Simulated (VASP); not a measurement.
# MoS2 (R-3m) in VASP: further runs

The runs below take MoS2 through single point, relaxation of cell and atoms, with r2SCAN, PBEsol+D4, PBEsol+U.

Everything below comes from runs of VASP 6.6.1. Logs are shortened: lines on timing, memory, paths and dates and some standing lists are left out, and cuts for length are marked.

### Step 1. The cell of the first run

It takes space group R-3m (No. 166, trigonal). Conventional cell: a = 3.233 Å, b = 3.233 Å, c = 18.705 Å, α = 90.00°, β = 90.00°, γ = 120.00°. Within 3.3 Å of Mo (site symmetry -3m) lie 6 S at 2.43 Å and 6 Mo at 3.23 Å. S (site symmetry 3m) has 3 Mo at 2.43 Å and 6 S at 3.23 Å within 3.3 Å.

### Step 2. Single point, r2SCAN

POSCAR reads:

```
MoS2
1.0
    1.6165961300      0.9333422108      6.2349290104
   -1.6165961300      0.9333422108      6.2349290104
    0.0000000000     -1.8666844216      6.2349290104
Mo S
1 2
Direct
    0.0000000000      0.0000000000      0.0000000000
    0.2500000000      0.2500000000      0.2500000000
    0.7500000000      0.7500000000      0.7500000000
```

INCAR.step1 reads:

```
SYSTEM = MoS2
PREC = Accurate
ENCUT = 520
ISMEAR = -1
SIGMA = 0.05
LREAL = .FALSE.
LASPH = .TRUE.
NELM = 100
NBANDS = 20
GGA = PE
ALGO = Normal
EDIFF = 1E-4
LWAVE = .TRUE.
LCHARG = .FALSE.
```

INCAR.step2 reads:

```
SYSTEM = MoS2
PREC = Accurate
ENCUT = 520
EDIFF = 1E-6
ISMEAR = -1
SIGMA = 0.05
LREAL = .FALSE.
LASPH = .TRUE.
NELM = 100
ALGO = Normal
ISIF = 2
LWAVE = .FALSE.
LCHARG = .TRUE.
METAGGA = R2SCAN
LMIXTAU = .TRUE.
LELF = .TRUE.
LVHAR = .TRUE.
NBANDS = 20
ISTART = 1
```

KPOINTS reads:

```
regular mesh
0
G
  10 10 10
  0 0 0
```

Potentials or basis: VASP PAW PBE potentials, release 64 (Mo_sv, S).

The run is started by

```console
> cat potpaw_PBE.64/Mo_sv/POTCAR potpaw_PBE.64/S/POTCAR > POTCAR
> cp INCAR.step1 INCAR
> mpirun -np 1 vasp_std > vasp.out
> cp INCAR.step2 INCAR
> mpirun -np 1 vasp_std > vasp.out
```

OUTCAR:

```text
SYSTEM = MoS2
   PREC = Accurate
   ENCUT = 520
   EDIFF = 1E-6
   ISMEAR = -1
   LREAL = .FALSE.
   LASPH = .TRUE.
   NELM = 100
   ISIF = 2
   METAGGA = R2SCAN
   ISTART = 1

 ion  position               nearest neighbor table
   1  0.000  0.000  0.000-   3 2.43   2 2.43   3 2.43   3 2.43   2 2.43   2 2.43
   2  0.250  0.250  0.250-   1 2.43   1 2.43   1 2.43
   3  0.750  0.750  0.750-   1 2.43   1 2.43   1 2.43

  LATTYP: Found a trigonal (rhomboedric) cell.
 ALAT       =     6.5083677289
 COS(alpha) =     0.8766074614

  Lattice vectors:

 A1 = (   1.6165961300,   0.9333422108,   6.2349290104)
 A2 = (  -1.6165961300,   0.9333422108,   6.2349290104)
 A3 = (   0.0000000000,  -1.8666844216,   6.2349290104)

Analysis of symmetry for initial positions (statically):
=====================================================================
 Subroutine PRICEL returns:
 Original cell was already a primitive cell.

 Routine SETGRP: Setting up the symmetry group for a
 trigonal (rhombohedral) supercell.

 Subroutine GETGRP returns: Found 12 space group operations
 (whereof 12 operations were pure point group operations)
 out of a pool of 12 trial point group operations.

The static configuration has the point symmetry D_3d.

Analysis of symmetry for dynamics (positions and initial velocities):
=====================================================================
 Subroutine PRICEL returns:
 Original cell was already a primitive cell.

 Routine SETGRP: Setting up the symmetry group for a
 trigonal (rhombohedral) supercell.

 Subroutine GETGRP returns: Found 12 space group operations
 (whereof 12 operations were pure point group operations)
 out of a pool of 12 trial point group operations.

The dynamic configuration has the point symmetry D_3d.

 Subroutine INISYM returns: Found 12 space group operations
 (whereof 12 operations are pure point group operations),
 and found     1 'primitive' translations

----------------------------------------------------------------------------------------

                                     Primitive cell

  volume of cell :      56.4450

  direct lattice vectors                    reciprocal lattice vectors
     1.616596130  0.933342211  6.234929010     0.309291845  0.178569730  0.053462250
    -1.616596130  0.933342211  6.234929010    -0.309291845  0.178569730  0.053462250
     0.000000000 -1.866684422  6.234929010     0.000000000 -0.357139460  0.053462250

  length of vectors
     6.508367729  6.508367729  6.508367729     0.361118826  0.361118826  0.361118826

  position of ions in fractional coordinates (direct lattice)
     0.000000000  0.000000000  0.000000000
     0.250000000  0.250000000  0.250000000
     0.750000000  0.750000000  0.750000000

  ion indices of the primitive-cell ions
   primitive index   ion index
                 1           1
                 2           2
                 3           3

----------------------------------------------------------------------------------------

 KPOINTS: regular mesh

Automatic generation of k-mesh.
 Grid dimensions read from file:
 generate k-points for:   10   10   10

 Generating k-lattice:

  Cartesian coordinates                     Fractional coordinates (reciprocal lattice)
     0.030929185  0.017856973  0.005346225     0.100000000  0.000000000  0.000000000
    -0.030929185  0.017856973  0.005346225     0.000000000  0.100000000  0.000000000
     0.000000000 -0.035713946  0.005346225     0.000000000  0.000000000  0.100000000

  Length of vectors
     0.036111883  0.036111883  0.036111883

  Shift w.r.t. Gamma in fractional coordinates (k-lattice)
     0.000000000  0.000000000  0.000000000

 Subroutine IBZKPT returns following result:
 ===========================================

 Found    116 irreducible k-points:

 Following reciprocal coordinates:
            Coordinates               Weight
  0.000000  0.000000  0.000000      1.000000
  0.100000  0.000000  0.000000      6.000000
  0.200000  0.000000  0.000000      6.000000
  0.300000  0.000000  0.000000      6.000000
  0.400000  0.000000 -0.000000      6.000000
  0.500000 -0.000000  0.000000      3.000000
[... 16 lines left out ...]
  0.300000  0.300000  0.000000      6.000000
  0.400000  0.300000  0.000000     12.000000
 [... further k-points ...]
   k-points           NKPTS =    116   k-points in BZ     NKDIM =    116   number of bands    NBANDS=     20
   number of dos      NEDOS =    301   number of ions     NIONS =      3
   total plane-waves  NPLWV = 110592
   dimension x,y,z NGX =    48 NGY =   48 NGZ =   48
   dimension x,y,z NGXF=    96 NGYF=   96 NGZF=   96
   ions per type =               1   2
   NGX,Y,Z   is equivalent  to a cutoff of  12.26, 12.26, 12.26 a.u.
   NGXF,Y,Z  is equivalent  to a cutoff of  24.52, 24.52, 24.52 a.u.
 SYSTEM =  MoS2
   PREC   = accura    normal or accurate (medium, high low for compatibility)
   ISTART =      1    job   : 0-new  1-cont  2-samecut
   ICHARG =      0    charge: 1-file 2-atom 10-const
   ISPIN  =      1    spin polarized calculation?
   LNONCOLLINEAR =      F non collinear calculations
   LSORBIT =      F    spin-orbit coupling
   LASPH  =      T    aspherical Exc in radial PAW
   ENCUT  =  520.0 eV  38.22 Ry    6.18 a.u.  12.10 12.10 12.10*2*pi/ulx,y,z
   NELM   =    100;   NELMIN=  2; NELMDL=  0     # of ELM steps
   EDIFF  = 0.1E-05   stopping-criterion for ELM
   LREAL  =      F    real-space projection
   EDIFFG = 0.1E-04   stopping-criterion for IOM
   NSW    =      0    number of steps for IOM
   IBRION =     -1    ionic relax: 0-MD 1-quasi-New 2-CG
   NFREE  =      0    steps in history (QN), initial steepest desc. (CG)
   ISIF   =      2    stress and relaxation
   ISYM   =      2    0-nonsym 1-usesym 2-fastsym
   POTIM  = 0.5000    time-step for ionic-motion
   TEBEG  =    0.0;   TEEND  =   0.0 temperature during run
   PSTRESS=    0.0 pullay stress
   NELECT =      26.0000    total number of electrons
   NUPDOWN=      -1.0000    fix difference up-down
   EMIN   =  10.00;   EMAX   =-10.00  energy-range for DOS
   EFERMI =   0.00;   METHOD = LEGACY
   ISMEAR =    -1;   SIGMA  =   0.05  broadening in eV -4-tet -1-fermi 0-gaus
   EFERMI_NEDOS =   21; number of points for ismear=-14 and -15
   IALGO  =     38    algorithm
   IMIX   =      4    mixing-type and parameters
     AMIX     =   0.40;   BMIX     =  1.00
     AMIX_MAG =   1.60;   BMIX_MAG =  1.00
  volume/ion in A,a.u.               =      18.81       126.97
  Fermi-wavevector in a.u.,A,eV,Ry     =   1.264322  2.389221 21.749036  1.598509
  Thomas-Fermi vector in A             =   2.397633
   LORBIT       =      0    0 simple, 1 ext, 2 COOP (PROOUT), +10 PAW based schemes
   METAGGA = R2SCAN    functional components
   LHFCALC =     F    Hartree Fock is set to
   AEXX    =    0.0000 exact exchange contribution
   IVDW    =     0    specifies the selected vdW correction
   LEPSILON=     F    determine dielectric tensor
   LRPA    =     F    only Hartree local field effects (RPA)
 non-spin polarized calculation
  energy-cutoff  :      520.00
  volume of cell :       56.44
 maximum number of plane-waves:      1540
   NGX = 25   NGY = 25   NGZ = 25

 number of electron      26.0000000 magnetization

 Free energy of the ion-electron system (eV)
  ---------------------------------------------------
  ext. energy  EPLUGINS =         0.00000000
  ---------------------------------------------------
  free energy    TOTEN  =       -44.16938710 eV

  energy without entropy =      -44.16274765  energy(sigma->0) =      -44.16606737

 E-fermi :   6.9563     XC(G=0): -11.1920

 val. band max:        6.9204520312   @ k =   0.1000   0.1000   0.0000
 cond. band min:       6.9738755369   @ k =   0.2000   0.1000   0.1000
 fundamental gap:      0.0534235057
 Fermi energy:         6.9562744605

 k-point     1 :       0.0000    0.0000    0.0000
  band No.  band energies     occupation
      1     -56.8728      2.00000
      2     -30.1668      2.00000
      3     -30.1377      2.00000
      4     -30.1377      2.00000
      5      -8.5834      2.00000
      6      -7.0674      2.00000
[... 12 lines left out ...]
     19      13.8512      0.00000
     20      16.9716      0.00000

 k-point     2 :       0.1000    0.0000    0.0000
  band No.  band energies     occupation
      1     -56.8696      2.00000
      2     -30.1704      2.00000
      3     -30.1602      2.00000
      4     -30.1452      2.00000
      5      -8.4277      2.00000
      6      -7.0389      2.00000
[... 12 lines left out ...]
     19      14.4011      0.00000
     20      16.5207      0.00000

 k-point     3 :       0.2000    0.0000    0.0000
  band No.  band energies     occupation
      1     -56.8613      2.00000
      2     -30.2552      2.00000
      3     -30.1647      2.00000
      4     -30.1429      2.00000
      5      -7.9977      2.00000
      6      -6.9534      2.00000
[... 12 lines left out ...]
     19      15.1300      0.00000
     20      16.6175      0.00000

 k-point     4 :       0.3000    0.0000    0.0000
  band No.  band energies     occupation
      1     -56.8510      2.00000
      2     -30.3585      2.00000
      3     -30.1889      2.00000
      4     -30.1214      2.00000
      5      -7.4403      2.00000
      6      -6.7830      2.00000
[... 12 lines left out ...]
     19      14.8664      0.00000
     20      16.4757      0.00000

 k-point     5 :       0.4000    0.0000   -0.0000
  band No.  band energies     occupation
      1     -56.8427      2.00000
      2     -30.4409      2.00000
      3     -30.2083      2.00000
      4     -30.1039      2.00000
      5      -7.0933      2.00000
      6      -6.4208      2.00000
[... 12 lines left out ...]
     19      14.5375      0.00000
     20      14.9732      0.00000
[... 353 lines left out ...]
      6      -6.5053      2.00000
[... 12 lines left out ...]
     19      15.0644      0.00000
     20      16.0295      0.00000

 k-point    22 :      -0.2000    0.2000    0.0000
  band No.  band energies     occupation
      1     -56.8462      2.00000
      2     -30.3753      2.00000
      3     -30.2314      2.00000
      4     -30.1113      2.00000
      5      -7.0970      2.00000
      6      -6.7626      2.00000
[... 12 lines left out ...]
     19      15.6392      0.00000
     20      16.0952      0.00000

 k-point    23 :       0.3000    0.3000    0.0000
  band No.  band energies     occupation
      1     -56.8510      2.00000
      2     -30.3585      2.00000
      3     -30.1889      2.00000
      4     -30.1214      2.00000
      5      -7.3359      2.00000
      6      -6.9098      2.00000
[... 12 lines left out ...]
     19      14.4560      0.00000
     20      15.4167      0.00000

 k-point    24 :       0.4000    0.3000    0.0000
  band No.  band energies     occupation
      1     -56.8452      2.00000
      2     -30.4016      2.00000
      3     -30.2167      2.00000
      4     -30.1093      2.00000
      5      -6.9894      2.00000
      6      -6.7883      2.00000
[... 12 lines left out ...]
     19      14.3870      0.00000
     20      15.6785      0.00000

 [... further k-points ...]

------------------------ aborting loop because EDIFF is reached ----------------------------------------

  FORCE on cell =-STRESS in cart. coord.  units (eV):
  Direction    XX          YY          ZZ          XY          YZ          ZX
  --------------------------------------------------------------------------------------
  -------------------------------------------------------------------------------------
  Total       -0.6850850     -0.6850850     -0.4671291      0.0000000     -0.0000000      0.0000000
  in kB      -19.4459806    -19.4459806    -13.2593521      0.0000000     -0.0000000      0.0000000
  external PRESSURE =     -17.3837711 kB  Pullay stress =       0.0000000 kB

 VOLUME and BASIS-vectors are now :
 -----------------------------------------------------------------------------
  energy-cutoff  :      520.00
  volume of cell :       56.44
      direct lattice vectors                 reciprocal lattice vectors
     1.616596130  0.933342211  6.234929010     0.309291845  0.178569730  0.053462250
    -1.616596130  0.933342211  6.234929010    -0.309291845  0.178569730  0.053462250
     0.000000000 -1.866684422  6.234929010     0.000000000 -0.357139460  0.053462250

 POSITION                                       TOTAL-FORCE (eV/Angst)
 -----------------------------------------------------------------------------------
      0.00000      0.00000      0.00000         0.000000     -0.000000      0.000000
      0.00000      0.00000      4.67620         0.000000      0.000000      0.180740
      0.00000      0.00000     14.02859         0.000000      0.000000     -0.180740
 -----------------------------------------------------------------------------------
    total drift:                               -0.000000      0.000000      0.000000

  FREE ENERGIE OF THE ION-ELECTRON SYSTEM (eV)
  ---------------------------------------------------
  free  energy   TOTEN  =       -44.1693870962 eV

  energy  without entropy=      -44.1627476508  energy(sigma->0) =      -44.16606737
```

Run time: 16 min. Hardware: 1 thread of AMD EPYC 9R45 (Zen 5), shared host; peak memory 0.4 GiB.

What came out:

- Free energy: -44.1694 eV
- Pressure: -1.7 GPa
- Largest force: 0.181 eV/Å
- Band gap on the k mesh: zero (bands 13 and 14 overlap by 0.82 eV)

Forces on the atoms (eV/Å):
```
Mo   0.000  0.000  0.000
S    0.000  0.000  0.181
S    0.000  0.000 -0.181
```

Stress tensor (GPa, compression positive):
```
-1.94  0.00  0.00
 0.00 -1.94  0.00
 0.00  0.00 -1.33
```

Caveat: the PAW data sets were made with another functional, which shifts forces and pressure a little.

(Continued in part 2 of 2.)
